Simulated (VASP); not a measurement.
The system is Cu.

```xyz
1
Lattice="2.5562 0.0000 0.0000 1.2781 2.2137 0.0000 1.2781 0.7379 2.0871" Properties=species:S:1:pos:R:3 pbc="T T T"
Cu    0.0000    0.0000    0.0000
```

```yaml
Program: VASP 6.6.1
Task: relaxation of cell and atoms
Functional: PBEsol
Potentials_or_basis: VASP PAW PBE potentials, release 64 (Cu)
Cutoff: 600 eV
k_mesh: 12 × 12 × 12
Occupations: gaussian, width 0.05 eV
Spin: no spin polarisation
```

At the start: pressure -5.8 GPa; volume 11.81 Å³/atom.

**Question.** Where does the relaxation end?

**Answer.** Over 3 steps the energy falls by 8.7 meV/atom and the volume is 11.35 Å³/atom (-3.9 %); space group Fm-3m (No. 225, to 0.05 Å).

Step by step:
```tsv
step	energy change (eV)	largest force (eV/Å)	pressure (GPa)	volume (Å³)
1	0.0000	0.0000	-5.79	11.81
2	-0.0055	0.0000	4.10	11.10
3	-0.0087	0.0000	-0.01	11.35
```

Final structure:
```cif
data_structure
_symmetry_space_group_name_H-M 'P 1'
_symmetry_Int_Tables_number 1
_cell_length_a 2.5229
_cell_length_b 2.5229
_cell_length_c 2.5229
_cell_angle_alpha 60.000
_cell_angle_beta 60.000
_cell_angle_gamma 60.000
_cell_volume 11.35
loop_
_atom_site_label
_atom_site_type_symbol
_atom_site_fract_x
_atom_site_fract_y
_atom_site_fract_z
_atom_site_occupancy
Cu1 Cu 0.00000 0.00000 0.00000 1
```

Caveat: the PAW data sets were made with another functional, which shifts forces and pressure a little.
